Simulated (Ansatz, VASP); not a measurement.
**Two plane-wave programs on Ti3Al**

```
CELL_PARAMETERS angstrom
2.86096 0.00000 0.00000
-1.43048 2.47766 0.00000
0.00000 0.00000 9.05209
ATOMIC_POSITIONS crystal
Ti 0.66667 0.33333 0.00000
Ti 0.33333 0.66667 0.75154
Ti 0.33333 0.66667 0.24846
Al 0.66667 0.33333 0.50000
```

Alike in both runs: functional LDA; k mesh 18 × 18 × 6; occupations gaussian, width 0.1 eV; no spin polarisation.

Ansatz relaxed the structure, and its values are those at the end. VASP's run is a single point on that final structure, the one shown.

|  | VASP | Ansatz |
| --- | --- | --- |
| version | VASP 6.6.1 | Ansatz 0.2.0 |
| potentials or method | VASP PAW LDA potentials, release 64 (Ti_sv, Al), cutoff 500 eV | scalar-relativistic, plane waves, PAW |
| valence electrons in the cell | 39 | 39 |

VASP gave:

```
gap on the k mesh at the Fermi level (eV) : none
pressure (GPa)                            : -0.1
rms of the force components (eV/Å)        : 0.004
```

Estimate Ansatz's values.

gap on the k mesh at the Fermi level (eV): none; pressure (GPa): 0.0; rms of the force components (eV/Å): 0.001.

LDA's correlation is that of Perdew and Zunger in VASP and of Perdew and Wang (1992) in Ansatz. A gap of «none» marks a metal or a gap that the smearing closes.
